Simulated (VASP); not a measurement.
# Ga in VASP: notebook, part 2 of 2

VASP 6.6.1.

## (4) Single point, PBE

This run uses another cell than the first one: it holds 4 atoms, not 2.

INCAR reads:

```
SYSTEM = Ga
PREC = Accurate
ENCUT = 520
EDIFF = 1E-6
ISMEAR = 0
SIGMA = 0.2
LREAL = .FALSE.
LASPH = .TRUE.
NELM = 80
ALGO = Normal
ISIF = 2
LWAVE = .FALSE.
LCHARG = .TRUE.
GGA = PE
LELF = .TRUE.
LVHAR = .TRUE.
NBANDS = 34
```

KPOINTS reads:

```
Automatic mesh
0
G
  8 4 4
  0 0 0
```

POSCAR reads:

```
Ga
1.0
    0.0000000000     -2.7160167927      0.0000000000
   -5.4320335855      0.0000000000      0.0000000000
    0.0000000000      0.0000000000     -5.4320335855
Ga
4
Direct
    0.0000000000      0.0000000000      0.0000000000
    1.0000000000      0.0000000000      0.5000000000
    0.0000000000      0.5000000000      0.0000000000
    0.0000000000      0.5000000000      0.5000000000
```

Potentials or basis: VASP PAW PBE potentials, release 64 (Ga_d).

Command:

```console
$ cat potpaw_PBE.64/Ga_d/POTCAR > POTCAR
$ mpirun -np 1 vasp_std > vasp.out
```

OUTCAR:

```text
SYSTEM = Ga
   PREC = Accurate
   ENCUT = 520
   EDIFF = 1E-6
   ISMEAR = 0
   LREAL = .FALSE.
   LASPH = .TRUE.
   NELM = 80
   ISIF = 2
   GGA = PE

 ion  position               nearest neighbor table
   1  0.000  0.000  0.000-   2 2.72   3 2.72   2 2.72   3 2.72
   2  0.000  0.000  0.500-   1 2.72   4 2.72   1 2.72   4 2.72
   3  0.000  0.500  0.000-   1 2.72   4 2.72   4 2.72   1 2.72
   4  0.000  0.500  0.500-   2 2.72   3 2.72   3 2.72   2 2.72

  LATTYP: Found a simple tetragonal cell.
 ALAT       =     5.4320335855
 C/A-ratio  =     0.5000000000

  Lattice vectors:

 A1 = (  -5.4320335855,   0.0000000000,   0.0000000000)
 A2 = (   0.0000000000,   0.0000000000,  -5.4320335855)
 A3 = (   0.0000000000,  -2.7160167927,   0.0000000000)

Analysis of symmetry for initial positions (statically):
=====================================================================
 Subroutine PRICEL returns following result:

  LATTYP: Found a simple cubic cell.
 ALAT       =     2.7160167927

  Lattice vectors:

 A1 = (   0.0000000000,  -2.7160167927,   0.0000000000)
 A2 = (  -2.7160167928,   0.0000000000,   0.0000000000)
 A3 = (   0.0000000000,   0.0000000000,  -2.7160167928)

   4 primitive cells build up your supercell.

 Routine SETGRP: Setting up the symmetry group for a
 simple tetragonal supercell.

 Subroutine GETGRP returns: Found 16 space group operations
 (whereof 16 operations were pure point group operations)
 out of a pool of 16 trial point group operations.

The static configuration has the point symmetry D_4h.

Analysis of symmetry for dynamics (positions and initial velocities):
=====================================================================
 Subroutine PRICEL returns following result:

  LATTYP: Found a simple cubic cell.
 ALAT       =     2.7160167927

  Lattice vectors:

 A1 = (   0.0000000000,  -2.7160167927,   0.0000000000)
 A2 = (  -2.7160167928,   0.0000000000,   0.0000000000)
[... 127 lines left out ...]
   IMIX   =      4    mixing-type and parameters
     AMIX     =   0.40;   BMIX     =  1.00
     AMIX_MAG =   1.60;   BMIX_MAG =  1.00
  volume/ion in A,a.u.               =      20.04       135.21
  Fermi-wavevector in a.u.,A,eV,Ry     =   1.417284  2.678278 27.329933  2.008693
  Thomas-Fermi vector in A             =   2.538530
   LORBIT       =      0    0 simple, 1 ext, 2 COOP (PROOUT), +10 PAW based schemes
   GGA     = PE    functional components
   LHFCALC =     F    Hartree Fock is set to
   AEXX    =    0.0000 exact exchange contribution
   IVDW    =     0    specifies the selected vdW correction
   LEPSILON=     F    determine dielectric tensor
   LRPA    =     F    only Hartree local field effects (RPA)
 non-spin polarized calculation
 Gauss-broadening in eV      SIGMA  =   0.20
  energy-cutoff  :      520.00
  volume of cell :       80.14
 maximum number of plane-waves:      2210
   NGX = 11   NGY = 21   NGZ = 21

 number of electron      52.0000109 magnetization

 Free energy of the ion-electron system (eV)
  ---------------------------------------------------
  ext. energy  EPLUGINS =         0.00000000
  ---------------------------------------------------
  free energy    TOTEN  =       -11.38267468 eV

  energy without entropy =      -11.33690386  energy(sigma->0) =      -11.35978927

 E-fermi :   4.5204     XC(G=0): -10.6381

 val. band max:        4.4766432545   @ k =   0.5000   0.5000   0.2500
 cond. band min:       4.8600520797   @ k =   0.0000   0.2500   0.2500
 fundamental gap:      0.3834088253
 Fermi energy:         4.5204403467

 k-point     1 :       0.0000    0.0000    0.0000
  band No.  band energies     occupation
      1     -10.3335      2.00000
      2     -10.3335      2.00000
      3     -10.2938      2.00000
      4     -10.2938      2.00000
      5     -10.2071      2.00000
      6     -10.1440      2.00000
[... 877 lines left out ...]
     33      11.8154      0.00000
     34      11.8154      0.00000

 [... further k-points ...]

------------------------ aborting loop because EDIFF is reached ----------------------------------------

  FORCE on cell =-STRESS in cart. coord.  units (eV):
  Direction    XX          YY          ZZ          XY          YZ          ZX
  --------------------------------------------------------------------------------------
  -------------------------------------------------------------------------------------
  Total        0.4011985      0.4018797      0.4011985      0.0000000     -0.0000000      0.0000000
  in kB        8.0207043      8.0343230      8.0207043      0.0000000     -0.0000000      0.0000000
  external PRESSURE =       8.0252439 kB  Pullay stress =       0.0000000 kB

 VOLUME and BASIS-vectors are now :
 -----------------------------------------------------------------------------
  energy-cutoff  :      520.00
  volume of cell :       80.14
      direct lattice vectors                 reciprocal lattice vectors
     0.000000000 -2.716016793  0.000000000     0.000000000 -0.368186236  0.000000000
    -5.432033586  0.000000000  0.000000000    -0.184093118  0.000000000  0.000000000
     0.000000000  0.000000000 -5.432033586     0.000000000  0.000000000 -0.184093118

 POSITION                                       TOTAL-FORCE (eV/Angst)
 -----------------------------------------------------------------------------------
      0.00000      0.00000      0.00000        -0.000000     -0.000000     -0.000000
      0.00000      0.00000     -2.71602         0.000000      0.000000      0.000000
     -2.71602      0.00000      0.00000         0.000000      0.000000      0.000000
     -2.71602      0.00000     -2.71602        -0.000000     -0.000000     -0.000000
 -----------------------------------------------------------------------------------
    total drift:                               -0.000000      0.000000      0.000000

  FREE ENERGIE OF THE ION-ELECTRON SYSTEM (eV)
  ---------------------------------------------------
  free  energy   TOTEN  =       -11.3826746809 eV

  energy  without entropy=      -11.3369038596  energy(sigma->0) =      -11.35978927
```

OSZICAR:

```text
N       E                     dE             d eps       ncg     rms          rms(c)
DAV:   1     0.342395532561E+03    0.34240E+03   -0.25797E+04  2178   0.286E+03
DAV:   2     0.296672570155E+02   -0.31273E+03   -0.30473E+03  2120   0.510E+02
DAV:   3    -0.102049445607E+02   -0.39872E+02   -0.39213E+02  2386   0.145E+02
DAV:   4    -0.114378409809E+02   -0.12329E+01   -0.12243E+01  2290   0.283E+01
DAV:   5    -0.114627661287E+02   -0.24925E-01   -0.24920E-01  2596   0.422E+00    0.176E+00
DAV:   6    -0.113918414337E+02    0.70925E-01   -0.18690E-01  2594   0.532E+00    0.877E-01
DAV:   7    -0.113832277034E+02    0.86137E-02   -0.42883E-02  2664   0.187E+00    0.251E-01
DAV:   8    -0.113826086645E+02    0.61904E-03   -0.58581E-03  2148   0.802E-01    0.353E-02
DAV:   9    -0.113826762012E+02   -0.67537E-04   -0.38036E-04  2976   0.161E-01    0.135E-02
DAV:  10    -0.113826753399E+02    0.86125E-06   -0.44466E-05  2514   0.720E-02    0.126E-03
DAV:  11    -0.113826746809E+02    0.65901E-06   -0.25382E-06  1864   0.138E-02
   1 F= -.11382675E+02 E0= -.11359789E+02  d E =-.457708E-01
```

stdout:

```text
POSCAR found type information on POSCAR Ga
 POSCAR found :  1 types and       4 ions
 scaLAPACK will be used
 LDA part: xc-table for (Slater+PW92), standard interpolation
 POSCAR, INCAR and KPOINTS ok, starting setup
 FFT: planning ... GRIDC
 FFT: planning ... GRID_SOFT
 FFT: planning ... GRID
 WAVECAR not read
 entering main loop
```

It took 49 s on 1 thread of Intel Xeon Platinum 8259CL at 2.50GHz (Skylake/Cascade Lake), shared host; peak memory 0.21 GiB.

What came out:

| Item | Value |
| --- | --- |
| Free energy | -11.3827 eV |
| Pressure | 0.8 GPa |
| Band gap on the k mesh | zero (bands 26 and 27 overlap by 5.08 eV) |

Levels at points of the mesh, in eV from the Fermi level:
```
           k point  band 24  band 25  band 26  band 27  band 28  band 29
(0.00, 0.00, 0.00)    -3.86    -3.86    -1.40    -0.41    -0.41     4.47
(0.50, 0.00, 0.00)    -1.40    -0.41    -0.41    -0.41    -0.41     2.87
(0.00, 0.50, 0.00)    -4.76    -2.60    -2.60     1.80     1.80     5.60
(0.50, 0.50, 0.00)    -2.60    -0.28    -0.28     0.82     0.82     0.82
(0.00, 0.50, 0.50)    -7.78     2.50     2.50     2.50     2.50     3.62
(0.50, 0.50, 0.50)    -3.55    -1.36    -1.36    -1.36    -1.36     5.87
```

## (5) Summary

| cell | k mesh | smearing | gap on the mesh (eV) | pressure (GPa) |
| --- | --- | --- | --- | --- |
| a = 3.839 Å, angles 120.0, 120.0, 89.9°, 2 atoms, atomic positions A | 8 × 8 × 8 | gaussian 0.1 eV | none | 0.1 |
| a = 2.716 Å, 1 atom, atomic positions B | 20 × 20 × 20 | gaussian 0.1 eV | none | 0.2 |
| a = 2.716, b = 5.432, c = 5.432 Å, 4 atoms, atomic positions C | 8 × 4 × 4 | gaussian 0.2 eV | none | 0.8 |

Alike in all rows: task single point; level PBE; potentials or basis VASP PAW PBE potentials, release 64 (Ga_d); no spin polarisation; cutoff (eV) 520.

Absolute energies hang on the potentials; compare differences alone.

The gap in the log of VASP goes by the Fermi energy; the results here count the filled bands.